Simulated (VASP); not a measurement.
# Be2SO3 (P6/mmm) in VASP: a series of runs

The runs below take Be2SO3 through relaxation of cell and atoms, single point, with PBE.

All numbers are computed with VASP 6.6.1; they aren't measurements. Logs are shortened: lines on timing, memory, paths and dates and some standing lists are left out, and cuts for length are marked.

### 1 The cell of the first run

It takes space group P6/mmm (No. 191, hexagonal). The conventional cell has a = 4.135 Å, b = 4.135 Å, c = 4.355 Å, α = 90.00°, β = 90.00°, γ = 120.00°. Be (site symmetry -6m2) has 3 O at 1.19 Å within 1.6 Å. S (site symmetry 6/mmm) has 6 O at 2.07 Å and 6 Be at 2.39 Å within 2.7 Å. Within 1.6 Å of O (site symmetry mmm) lie 2 Be at 1.19 Å.

The cell was generated, and may not be a known phase.

### 2 Relaxation of cell and atoms, PBE

Input file INCAR:

```
SYSTEM = Be2SO3
PREC     = Accurate       ! precision mode
ENCUT    = 600            ! plane-wave cutoff, eV
EDIFF    = 1E-6           ! SCF threshold, eV
ISMEAR   = 0              ! smearing method
SIGMA    = 0.1            ! smearing width, eV
LREAL    = .False.        ! projectors in reciprocal space
LASPH    = .True.         ! aspherical terms in the spheres
NELM     = 60             ! most SCF steps
ALGO     = Normal         ! electronic algorithm
ISIF     = 3              ! what is computed and relaxed
LWAVE    = .False.        ! write WAVECAR
LCHARG   = .False.        ! write CHGCAR
GGA      = PE             ! functional
IBRION   = 2              ! ionic algorithm
NSW      = 90             ! ionic steps
EDIFFG   = -0.04          ! ionic threshold
```

Input file KPOINTS:

```
regular mesh
0
Gamma
  6 6 4
  0 0 0
```

Input file POSCAR:

```
Be2SO3
1.0
    4.1347665500      0.0000000000      0.0000000000
   -2.0673832700      3.5808128700      0.0000000000
    0.0000000000      0.0000000000      4.3549025300
Be S O
2 1 3
Direct
    0.3333333300      0.6666666700      0.5000000000
    0.6666666700      0.3333333300      0.5000000000
    0.0000000000      0.0000000000      0.5000000000
    0.5000000000      0.0000000000      0.5000000000
    0.0000000000      0.5000000000      0.5000000000
    0.5000000000      0.5000000000      0.5000000000
```

Potentials or basis: VASP PAW PBE potentials, release 64 (Be, S, O).

On the command line:

```console
cat potpaw_PBE.64/Be/POTCAR potpaw_PBE.64/S/POTCAR potpaw_PBE.64/O/POTCAR > POTCAR
mpirun -np 1 vasp_std > vasp.out
```

OUTCAR:

```text
SYSTEM = Be2SO3
   PREC = Accurate
   ENCUT = 600
   EDIFF = 1E-6
   ISMEAR = 0
   LREAL = .False.
   LASPH = .True.
   NELM = 60
   ISIF = 3
   GGA = PE
   IBRION = 2
   NSW = 90
   EDIFFG = -0.04

 ion  position               nearest neighbor table
   1  0.333  0.667  0.500-   4 1.19   5 1.19   6 1.19   3 2.39   2 2.39   2 2.39   3 2.39   3 2.39
                             2 2.39
   2  0.667  0.333  0.500-   4 1.19   5 1.19   6 1.19   3 2.39   1 2.39   1 2.39   3 2.39   3 2.39
                             1 2.39
   3  0.000  0.000  0.500-   5 2.07   5 2.07   4 2.07   4 2.07   6 2.07   6 2.07   1 2.39   2 2.39
                             2 2.39   1 2.39   2 2.39   1 2.39
   4  0.500  0.000  0.500-   1 1.19   2 1.19   3 2.07   3 2.07
   5  0.000  0.500  0.500-   1 1.19   2 1.19   3 2.07   3 2.07
   6  0.500  0.500  0.500-   1 1.19   2 1.19   3 2.07   3 2.07

  LATTYP: Found a hexagonal cell.
 ALAT       =     4.1347665500
 C/A-ratio  =     1.0532402440

  Lattice vectors:

 A1 = (   4.1347665500,   0.0000000000,   0.0000000000)
 A2 = (  -2.0673832700,   3.5808128700,   0.0000000000)
 A3 = (   0.0000000000,   0.0000000000,   4.3549025300)

Analysis of symmetry for initial positions (statically):
=====================================================================
 Subroutine PRICEL returns:
 Original cell was already a primitive cell.

 Routine SETGRP: Setting up the symmetry group for a
 hexagonal supercell.

 Subroutine GETGRP returns: Found 24 space group operations
 (whereof 24 operations were pure point group operations)
 out of a pool of 24 trial point group operations.

The static configuration has the point symmetry D_6h.

Analysis of symmetry for dynamics (positions and initial velocities):
=====================================================================
 Subroutine PRICEL returns:
 Original cell was already a primitive cell.

 Routine SETGRP: Setting up the symmetry group for a
 hexagonal supercell.

 Subroutine GETGRP returns: Found 24 space group operations
 (whereof 24 operations were pure point group operations)
 out of a pool of 24 trial point group operations.

The dynamic configuration has the point symmetry D_6h.

 Subroutine INISYM returns: Found 24 space group operations
 (whereof 24 operations are pure point group operations),
 and found     1 'primitive' translations

----------------------------------------------------------------------------------------

                                     Primitive cell

  volume of cell :      64.4779

  direct lattice vectors                    reciprocal lattice vectors
     4.134766550  0.000000000  0.000000000     0.241851623  0.139633099  0.000000000
    -2.067383270  3.580812870  0.000000000     0.000000000  0.279266199  0.000000000
     0.000000000  0.000000000  4.354902530     0.000000000  0.000000000  0.229626264

  length of vectors
[... 76 lines left out ...]
 SYSTEM =  Be2SO3
   PREC   = accura    normal or accurate (medium, high low for compatibility)
   ISTART =      0    job   : 0-new  1-cont  2-samecut
   ICHARG =      2    charge: 1-file 2-atom 10-const
   ISPIN  =      1    spin polarized calculation?
   LNONCOLLINEAR =      F non collinear calculations
   LSORBIT =      F    spin-orbit coupling
   LASPH  =      T    aspherical Exc in radial PAW
   ENCUT  =  600.0 eV  44.10 Ry    6.64 a.u.   8.26  8.26  8.70*2*pi/ulx,y,z
   NELM   =     60;   NELMIN=  2; NELMDL= -5     # of ELM steps
   EDIFF  = 0.1E-05   stopping-criterion for ELM
   LREAL  =      F    real-space projection
   EDIFFG = -.4E-01   stopping-criterion for IOM
   NSW    =     90    number of steps for IOM
   IBRION =      2    ionic relax: 0-MD 1-quasi-New 2-CG
   NFREE  =      1    steps in history (QN), initial steepest desc. (CG)
   ISIF   =      3    stress and relaxation
   ISYM   =      2    0-nonsym 1-usesym 2-fastsym
   POTIM  = 0.5000    time-step for ionic-motion
   TEBEG  =    0.0;   TEEND  =   0.0 temperature during run
   PSTRESS=    0.0 pullay stress
   NELECT =      28.0000    total number of electrons
   NUPDOWN=      -1.0000    fix difference up-down
   EMIN   =  10.00;   EMAX   =-10.00  energy-range for DOS
   EFERMI =   0.00;   METHOD = LEGACY
   ISMEAR =     0;   SIGMA  =   0.10  broadening in eV -4-tet -1-fermi 0-gaus
   EFERMI_NEDOS =   21; number of points for ismear=-14 and -15
   IALGO  =     38    algorithm
   IMIX   =      4    mixing-type and parameters
     AMIX     =   0.40;   BMIX     =  1.00
     AMIX_MAG =   1.60;   BMIX_MAG =  1.00
  volume/ion in A,a.u.               =      10.75        72.52
  Fermi-wavevector in a.u.,A,eV,Ry     =   1.239721  2.342732 20.910892  1.536907
  Thomas-Fermi vector in A             =   2.374192
   LORBIT       =      0    0 simple, 1 ext, 2 COOP (PROOUT), +10 PAW based schemes
   GGA     = PE    functional components
   LHFCALC =     F    Hartree Fock is set to
   AEXX    =    0.0000 exact exchange contribution
   IVDW    =     0    specifies the selected vdW correction
   LEPSILON=     F    determine dielectric tensor
   LRPA    =     F    only Hartree local field effects (RPA)
 conjugate gradient relaxation of ions
 non-spin polarized calculation
 Gauss-broadening in eV      SIGMA  =   0.10
  energy-cutoff  :      600.00
  volume of cell :       64.48
 maximum number of plane-waves:      2178
 NGX is ok and might be reduce to    36
   NGX = 17   NGY = 17   NGZ = 17

--------------------------------------- Ionic step        1  -------------------------------------------

 number of electron      27.9999991 magnetization

 Free energy of the ion-electron system (eV)
  ---------------------------------------------------
  ext. energy  EPLUGINS =         0.00000000
  ---------------------------------------------------
  free energy    TOTEN  =       -19.63339958 eV

  energy without entropy =      -19.63155043  energy(sigma->0) =      -19.63247501

 E-fermi :   2.7312     XC(G=0):  -8.7860

 val. band max:        2.5411612927   @ k =   0.0000   0.0000   0.2500
 cond. band min:       2.7834885913   @ k =   0.0000   0.0000   0.0000
 fundamental gap:      0.2423272986
 Fermi energy:         2.7311840152
[... 991 lines left out ...]
      5      -5.2605      2.00000
      6      -5.2605      2.00000
[... 10 lines left out ...]
     17       7.4714      0.00000
     18       7.4714      0.00000

[... ionic steps 4 to 13 ...]

--------------------------------------- Ionic step       14  -------------------------------------------

 number of electron      27.9999984 magnetization

------------------------ aborting loop because EDIFF is reached ----------------------------------------
[... 75 lines left out ...]
--------------------------------------- Ionic step       16  -------------------------------------------

 number of electron      27.9999988 magnetization

 Free energy of the ion-electron system (eV)
  ---------------------------------------------------
  ext. energy  EPLUGINS =         0.00000000
  ---------------------------------------------------
  free energy    TOTEN  =       -33.51348820 eV

  energy without entropy =      -33.50145213  energy(sigma->0) =      -33.50747016

 E-fermi :   1.2227     XC(G=0):  -9.3913

 val. band max:        1.0923365053   @ k =   0.0000   0.0000   0.5000
 cond. band min:       1.2323181953   @ k =   0.3333   0.0000   0.0000
 fundamental gap:      0.1399816901
 Fermi energy:         1.2227332039
[... 472 lines left out ...]
  FREE ENERGIE OF THE ION-ELECTRON SYSTEM (eV)
  ---------------------------------------------------
  free  energy   TOTEN  =       -33.5134881990 eV

  energy  without entropy=      -33.5014521270  energy(sigma->0) =      -33.50747016

 reached required accuracy - stopping structural energy minimisation
```

OSZICAR:

```text
N       E                     dE             d eps       ncg     rms          rms(c)
DAV:   1     0.241026858776E+03    0.24103E+03   -0.16914E+04   756   0.162E+03
DAV:   2    -0.204033904933E+02   -0.26143E+03   -0.25735E+03  1016   0.379E+02
DAV:   3    -0.349180929328E+02   -0.14515E+02   -0.14449E+02   964   0.100E+02
DAV:   4    -0.350527131212E+02   -0.13462E+00   -0.13436E+00   900   0.101E+01
[... 182 lines left out ...]
DAV:   5    -0.335140949756E+02    0.39547E-02   -0.17348E-02   872   0.651E-01    0.269E-01
DAV:   6    -0.335134816662E+02    0.61331E-03   -0.30565E-03   776   0.412E-01    0.609E-02
DAV:   7    -0.335134835411E+02   -0.18749E-05   -0.54463E-04   914   0.118E-01    0.234E-02
DAV:   8    -0.335134883334E+02   -0.47924E-05   -0.55113E-05   810   0.462E-02    0.997E-03
DAV:   9    -0.335134881990E+02    0.13442E-06   -0.57797E-06   792   0.161E-02
  16 F= -.33513488E+02 E0= -.33507470E+02  d E =-.235828E+00
```

It took 2.3 min on 1 thread of Intel Xeon 6975P-C (Granite Rapids), shared host; peak memory 0.22 GiB.

What came out:

```yaml
Free_energy: -33.5135 eV
Relaxed_volume: 11.93 Å³/atom
Relaxed_cell: a = 5.120 Å, b = 5.120 Å, c = 3.152 Å, α = 90.00°, β = 90.00°, γ = 120.00°
Space_group_after_relaxing_to_0.1_Å: P6/mmm (No. 191)
Energy_gained_by_relaxing: 2313.3 meV/atom
Ionic_steps: 16
Pressure_after_relaxing: -0.2 GPa
Band_gap_on_the_k_mesh: zero (bands 14 and 15 overlap by 1.84 eV)
```

The path:
```
step  energy change (eV)  largest force (eV/Å)  pressure (GPa)  volume (Å³)
   1              0.0000                0.0000          125.24        64.48
   2             -0.1369                0.0000          -33.46       166.63
   3            -13.4103                0.0000           -7.49       104.73
   4            -13.5980                0.0000           -3.60       100.94
   5            -13.6434                0.0000           -0.13        98.02
   6            -13.6408                0.0000           -1.06        98.77
   7            -13.6437                0.0000            0.29        97.40
   8            -13.6443                0.0000           -0.09        97.78
   9            -13.6456                0.0000           -0.09        97.48
  10            -13.6496                0.0000           -0.11        96.58
  11            -13.6577                0.0000           -0.11        94.77
  12            -13.6759                0.0000           -0.14        91.15
  13            -13.7331                0.0000           -0.25        83.88
  14            -13.8741                0.0000            0.28        69.24
  15            -13.8558                0.0000           -0.43        74.85
  16            -13.8801                0.0000           -0.17        71.55
```

Final structure:
```cif
data_structure
_symmetry_space_group_name_H-M 'P 1'
_symmetry_Int_Tables_number 1
_cell_length_a 5.1197
_cell_length_b 5.1197
_cell_length_c 3.1522
_cell_angle_alpha 90.000
_cell_angle_beta 90.000
_cell_angle_gamma 120.000
_cell_volume 71.55
loop_
_atom_site_label
_atom_site_type_symbol
_atom_site_fract_x
_atom_site_fract_y
_atom_site_fract_z
_atom_site_occupancy
Be1 Be 0.33333 0.66667 0.50000 1
Be2 Be 0.66667 0.33333 0.50000 1
S1 S 0.00000 0.00000 0.50000 1
O1 O 0.50000 0.00000 0.50000 1
O2 O 0.00000 0.50000 0.50000 1
O3 O 0.50000 0.50000 0.50000 1
```

Caveat: the k points lie up to 0.50 Å⁻¹ apart in the final cell, too coarse for converged energies and pressures of a metal; a cell axis changed by over 15 % at a fixed basis, so the end point is rough; this functional lacks dispersion, which binds layers or chains, so the pressure and a relaxed spacing across them are unreliable.

[end of part 1 of 2]

The gap in the log of VASP goes by the Fermi energy; the results here count the filled bands.